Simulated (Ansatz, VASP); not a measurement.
Sc in VASP and in Ansatz

File INCAR:

```
SYSTEM = Sc
PREC = Accurate
ENCUT = 500
EDIFF = 1E-6
ISMEAR = -1
SIGMA = 0.2
LREAL = .False.
LASPH = .True.
NELM = 120
ALGO = Normal
ISIF = 2
LWAVE = .False.
LCHARG = .True.
LELF = .True.
LVHAR = .True.
NBANDS = 18
GGA_COMPAT = .False.
```

Contents of KPOINTS:

```
Automatic mesh
0
Gamma
  11 11 6
  0 0 0
```

The input POSCAR:

```
Sc
1.0
    3.2269060027      0.0000000000      0.0000000000
   -1.6134530014      2.7945825740      0.0000000000
    0.0000000000      0.0000000000      5.0094253455
Sc
2
Direct
    0.3333333333      0.6666666667      0.2500000000
    0.6666666667      0.3333333333      0.7500000000
```

Input for Ansatz:

```yaml
crystal:
  lattice:
    - [3.2269060027, 0.0, 0.0]
    - [-1.6134530014, 2.794582574, 0.0]
    - [0.0, 0.0, 5.0094253455]
  atoms:
    - { symbol: Sc, position: [0.3333333333, 0.6666666667, 0.25] }
    - { symbol: Sc, position: [0.6666666667, 0.3333333333, 0.75] }
hamiltonian:
  xc: lda
  pseudopotentials:
    kind: paw
    azcp:
      Sc: "pseudopotentials/Sc.paw.azcp"
basis:
  ecutwfc: 420
  fft_grid_basis: typed
kpoints:
  mp_grid: { grid: [11, 11, 6], shift: [0, 0, 0] }
magnetization:
  spin_polarized: false
scf:
  occupations: { method: fermi_dirac, width: 0.2 }
  lower_state_search: "off"
output:
  stress: true
```

Alike in both runs: task single point; functional LDA; k mesh 11 × 11 × 6; occupations fermi-dirac, width 0.2 eV; no spin polarisation.

```csv
,VASP,Ansatz
version,VASP 6.6.1,Ansatz 0.2.0
potentials or method,"VASP PAW LDA potentials, release 64 (Sc_sv), cutoff 500 eV","plane waves (420 eV) with PAW, scalar-relativistic"
valence electrons in the cell,22,22
```

|  | VASP | Ansatz | Ansatz less VASP |
| --- | --- | --- | --- |
| pressure (GPa) | 0.5 | 0.4 | -0.08 |
| traceless stress, the component that is largest in VASP (GPa) | 0.49 | 0.48 | -0.003 |

Ansatz warns that its potentials were made for another functional, while VASP's fit it. LDA's correlation is that of Perdew and Zunger in VASP and of Perdew and Wang (1992) in Ansatz.
